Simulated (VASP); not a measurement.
# Mg2Al (Fm-3m) in VASP: further runs, part 2 of 2

VASP 6.6.1. The steps go on from the part before.

## Step 4: Relaxation of cell and atoms, PBE

File INCAR:

```
SYSTEM = Mg2Al
  PREC = Accurate
  ENCUT = 600
  EDIFF = 1E-7
  ISMEAR = 0
  SIGMA = 0.1
  LREAL = .FALSE.
  LASPH = .TRUE.
  NELM = 80
  ALGO = Normal
  ISIF = 3
  LWAVE = .FALSE.
  LCHARG = .FALSE.
  GGA = PE
  IBRION = 2
  NSW = 90
  EDIFFG = -0.04
```

File KPOINTS:

```
regular mesh
0
G
  6 6 6
  0 0 0
```

File POSCAR:

```
Mg2Al
1.0
    0.0000000000      3.0354200700      3.0354200700
    3.0354200700      0.0000000000      3.0354200700
    3.0354200700      3.0354200700      0.0000000000
Mg Al
2 1
Direct
    0.2500000000      0.2500000000      0.2500000000
    0.7500000000      0.7500000000      0.7500000000
    0.0000000000      0.0000000000      0.0000000000
```

Potentials or basis: VASP PAW PBE potentials, release 64 (Mg, Al).

Run with:

```
$ cat potpaw_PBE.64/Mg/POTCAR potpaw_PBE.64/Al/POTCAR > POTCAR
$ mpirun -np 1 vasp_std > vasp.out
```

OUTCAR:

```text
SYSTEM = Mg2Al
   PREC = Accurate
   ENCUT = 600
   EDIFF = 1E-7
   ISMEAR = 0
   LREAL = .FALSE.
   LASPH = .TRUE.
   NELM = 80
   ISIF = 3
   GGA = PE
   IBRION = 2
   NSW = 90
   EDIFFG = -0.04

 ion  position               nearest neighbor table
   1  0.250  0.250  0.250-   3 2.63   3 2.63   3 2.63   3 2.63   2 3.04   2 3.04   2 3.04   2 3.04
                             2 3.04   2 3.04
   2  0.750  0.750  0.750-   3 2.63   3 2.63   3 2.63   3 2.63   1 3.04   1 3.04   1 3.04   1 3.04
                             1 3.04   1 3.04
   3  0.000  0.000  0.000-   2 2.63   2 2.63   2 2.63   1 2.63   2 2.63   1 2.63   1 2.63   1 2.63

  LATTYP: Found a face centered cubic cell.
 ALAT       =     6.0708401400

  Lattice vectors:

 A1 = (   0.0000000000,   3.0354200700,   3.0354200700)
 A2 = (   3.0354200700,   0.0000000000,   3.0354200700)
 A3 = (   3.0354200700,   3.0354200700,   0.0000000000)

Analysis of symmetry for initial positions (statically):
=====================================================================
 Subroutine PRICEL returns:
 Original cell was already a primitive cell.

 Routine SETGRP: Setting up the symmetry group for a
 face centered cubic supercell.

 Subroutine GETGRP returns: Found 48 space group operations
 (whereof 48 operations were pure point group operations)
 out of a pool of 48 trial point group operations.

The static configuration has the point symmetry O_h .

Analysis of symmetry for dynamics (positions and initial velocities):
[... 143 lines left out ...]

--------------------------------------- Ionic step        1  -------------------------------------------

 number of electron       7.0000000 magnetization

 Free energy of the ion-electron system (eV)
  ---------------------------------------------------
  ext. energy  EPLUGINS =         0.00000000
  ---------------------------------------------------
  free energy    TOTEN  =        -5.57326391 eV

  energy without entropy =       -5.56268342  energy(sigma->0) =       -5.56797366

 E-fermi :   4.1410     XC(G=0):  -9.2140

 val. band max:        4.0952429506   @ k =   0.5000   0.1667   0.0000
 cond. band min:       4.5124619003   @ k =   0.1667   0.1667   0.0000
 fundamental gap:      0.4172189497
 Fermi energy:         4.1410139079

 k-point     1 :       0.0000    0.0000    0.0000
  band No.  band energies     occupation
      1      -4.2369      2.00000
      2       5.8317      0.00000
      3       5.8317      0.00000
      4       5.8317      0.00000
      5       7.1328      0.00000
      6       7.1328      0.00000
      7       7.1328      0.00000
[... 221 lines left out ...]
--------------------------------------- Ionic step        3  -------------------------------------------

 number of electron       7.0000000 magnetization

 Free energy of the ion-electron system (eV)
  ---------------------------------------------------
  ext. energy  EPLUGINS =         0.00000000
  ---------------------------------------------------
  free energy    TOTEN  =        -6.35628760 eV

  energy without entropy =       -6.34611737  energy(sigma->0) =       -6.35120249

 E-fermi :   2.5453     XC(G=0):  -8.3256

 val. band max:        2.5051409851   @ k =   0.5000   0.1667   0.0000
 cond. band min:       2.6484648887   @ k =   0.1667   0.1667   0.0000
 fundamental gap:      0.1433239036
 Fermi energy:         2.5453470505

 k-point     1 :       0.0000    0.0000    0.0000
  band No.  band energies     occupation
      1      -4.7088      2.00000
      2       3.9953      0.00000
      3       3.9953      0.00000
      4       3.9953      0.00000
      5       5.0944      0.00000
      6       5.0944      0.00000
      7       5.0944      0.00000
[... 178 lines left out ...]
  FREE ENERGIE OF THE ION-ELECTRON SYSTEM (eV)
  ---------------------------------------------------
  free  energy   TOTEN  =        -6.3562875980 eV

  energy  without entropy=       -6.3461173733  energy(sigma->0) =       -6.35120249

 reached required accuracy - stopping structural energy minimisation
```

It took 22 s on 1 thread of Intel Xeon Platinum 8259CL at 2.50GHz (Skylake/Cascade Lake), shared host; peak memory 0.21 GiB.

What came out:

```
Free energy                            : -6.3563 eV
Relaxed volume                         : 24.37 Å³/atom
Relaxed cell                           : a = 4.694 Å, b = 4.694 Å, c = 4.694 Å, α = 60.00°, β = 60.00°, γ = 60.00°
Space group after relaxing (to 0.05 Å) : Fm-3m (No. 225)
Energy gained by relaxing              : 261.0 meV/atom
Ionic steps                            : 3
Pressure after relaxing                : 0.1 GPa
```

The path:
```csv
step,energy change (eV),largest force (eV/Å),pressure (GPa),volume (Å³)
1,0.0000,0.0000,18.06,55.94
2,-0.7797,0.0000,-0.74,74.74
3,-0.7830,0.0000,0.09,73.11
```

Final structure:
```cif
data_structure
_symmetry_space_group_name_H-M 'P 1'
_symmetry_Int_Tables_number 1
_cell_length_a 4.6936
_cell_length_b 4.6936
_cell_length_c 4.6936
_cell_angle_alpha 60.000
_cell_angle_beta 60.000
_cell_angle_gamma 60.000
_cell_volume 73.11
loop_
_atom_site_label
_atom_site_type_symbol
_atom_site_fract_x
_atom_site_fract_y
_atom_site_fract_z
_atom_site_occupancy
Mg1 Mg 0.25000 0.25000 0.25000 1
Mg2 Mg 0.75000 0.75000 0.75000 1
Al1 Al 0.00000 0.00000 0.00000 1
```

Caveat: the volume moved by over 15 % at a fixed basis, so the end points are rough.

## Step 5: Single point, PBE

This run uses another cell than the first one, of 24.46 Å³/atom, 1.312 times its volume.

File INCAR:

```
PREC     = Accurate       # precision mode
ENCUT    = 520            # plane-wave cutoff, eV
EDIFF    = 1E-7           # SCF threshold, eV
ISMEAR   = 0              # smearing method
SIGMA    = 0.1            # smearing width, eV
LREAL    = F              # projectors in reciprocal space
LASPH    = T              # aspherical terms in the spheres
NELM     = 100            # most SCF steps
ALGO     = Normal         # electronic algorithm
ISIF     = 2              # what is computed and relaxed
LWAVE    = F              # write WAVECAR
LCHARG   = F              # write CHGCAR
GGA      = PE             # functional
NBANDS   = 10             # bands
```

File KPOINTS:

```
Automatic mesh
0
Gamma
  12 12 12
```

File POSCAR:

```
Mg2Al
1.0
    0.0000000000      3.3229219091      3.3229219091
    3.3229219091      0.0000000000      3.3229219091
    3.3229219091      3.3229219091      0.0000000000
Mg Al
2 1
Direct
    0.2500000000      0.2500000000      0.2500000000
    0.7500000000      0.7500000000      0.7500000000
    0.0000000000      0.0000000000      0.0000000000
```

Run with:

```
$ cat potpaw_PBE.64/Mg/POTCAR potpaw_PBE.64/Al/POTCAR > POTCAR
$ mpirun -np 1 vasp_std > vasp.out
```

Run time: 36 s. Hardware: 1 thread of Intel Xeon Platinum 8259CL at 2.50GHz (Skylake/Cascade Lake), shared host; peak memory 0.23 GiB.

Results (log left out):

```yaml
Free_energy: -6.3524 eV
Pressure: -0.1 GPa
```

Levels at points of the mesh, in eV from the Fermi level:
| k point | band 1 | band 2 | band 3 | band 4 | band 5 | band 6 | band 7 | band 8 |
| --- | --- | --- | --- | --- | --- | --- | --- | --- |
| (0.00, 0.00, 0.00) | -7.29 | 1.39 | 1.39 | 1.39 | 2.50 | 2.50 | 2.50 | 3.69 |
| (0.50, 0.00, 0.00) | -5.57 | -3.90 | 0.47 | 0.47 | 1.91 | 2.58 | 2.58 | 4.91 |
| (0.50, 0.50, 0.00) | -4.77 | -3.62 | -0.96 | -0.96 | 0.31 | 0.86 | 8.07 | 8.07 |

## Step 6: Relaxation of cell and atoms, PBE

This run uses another cell than the first one, of 24.51 Å³/atom, 1.314 times its volume.

File INCAR:

```
PREC = Accurate ; ENCUT = 600
EDIFF = 1E-7 ; ISMEAR = 0
SIGMA = 0.1 ; LREAL = F
LASPH = T ; NELM = 60
ALGO = Normal ; ISIF = 3
LWAVE = F ; LCHARG = F
GGA = PE ; IBRION = 2
NSW = 100 ; EDIFFG = -0.01
```

KPOINTS is that of step 5.

File POSCAR:

```
Mg2Al
1.0
    0.0000000000      3.3250348071      3.3250348071
    3.3250348071      0.0000000000      3.3250348071
    3.3250348071      3.3250348071      0.0000000000
Mg Al
2 1
Direct
    0.2500000000      0.2500000000      0.2500000000
    0.7500000000      0.7500000000      0.7500000000
    0.0000000000      0.0000000000      0.0000000000
```

Potentials or basis: VASP PAW PBE potentials, release 64 (Mg, Al).

Run with:

```
$ cat potpaw_PBE.64/Mg/POTCAR potpaw_PBE.64/Al/POTCAR > POTCAR
$ mpirun -np 1 vasp_std > vasp.out
```

It took 59 s on 1 thread of Intel Xeon Platinum 8259CL at 2.50GHz (Skylake/Cascade Lake), shared host; peak memory 0.28 GiB.

It converged, with:

- Free energy: -6.3526 eV
- Relaxed volume: 24.42 Å³/atom
- Relaxed cell: a = 4.697 Å, b = 4.697 Å, c = 4.697 Å, α = 60.00°, β = 60.00°, γ = 60.00°
- Space group after relaxing (to 0.05 Å): Fm-3m (No. 225)
- Energy gained by relaxing: 0.1 meV/atom
- Ionic steps: 2
- Pressure after relaxing: 0.0 GPa

The path:
```
step  energy change (eV)  largest force (eV/Å)  pressure (GPa)  volume (Å³)
   1              0.0000                0.0000           -0.16        73.52
   2             -0.0002                0.0000           -0.02        73.26
```

Final structure:
```
Mg Al
1.0
     0.00000    3.32108    3.32108
     3.32108    0.00000    3.32108
     3.32108    3.32108    0.00000
Mg Al
2 1
Direct
  0.25000 0.25000 0.25000
  0.75000 0.75000 0.75000
  0.00000 0.00000 0.00000
```

Levels at points of the mesh, in eV from the Fermi level:
| k point | band 2 | band 3 | band 4 | band 5 | band 6 | band 7 |
| --- | --- | --- | --- | --- | --- | --- |
| (0.00, 0.00, 0.00) | 1.40 | 1.40 | 1.40 | 2.50 | 2.50 | 2.50 |
| (0.50, 0.00, 0.00) | -3.90 | 0.47 | 0.47 | 1.92 | 2.58 | 2.58 |
| (0.50, 0.50, 0.00) | -3.62 | -0.96 | -0.96 | 0.31 | 0.86 | 8.08 |

## Step 7: Summary

```csv
task,cell,k mesh,cutoff (eV),gap on the mesh (eV),pressure (GPa),relaxed volume (Å³/atom)
single point,"a = 4.293 Å, angles 60.0°, 3 atoms",6 × 6 × 6,520,none,18.1,-
single point,"a = 4.702 Å, angles 60.0°, 3 atoms",6 × 6 × 6,520,none,-0.1,-
relaxation of cell and atoms,"relaxed from a = 4.293 Å, angles 60.0°, 3 atoms",6 × 6 × 6,600,none,0.1,24.37
single point,"a = 4.699 Å, angles 60.0°, 3 atoms",12 × 12 × 12,520,none,-0.1,-
relaxation of cell and atoms,"relaxed from a = 4.702 Å, angles 60.0°, 3 atoms",12 × 12 × 12,600,none,0.0,24.42
```

Alike in all rows: level PBE; potentials or basis VASP PAW PBE potentials, release 64 (Mg, Al); no spin polarisation; smearing gaussian 0.1 eV.

Caveats: the volume moved by over 15 % at a fixed basis, so the end points are rough (some runs).

Total energies depend on the potentials used, so only differences within one code and one set of settings carry meaning.
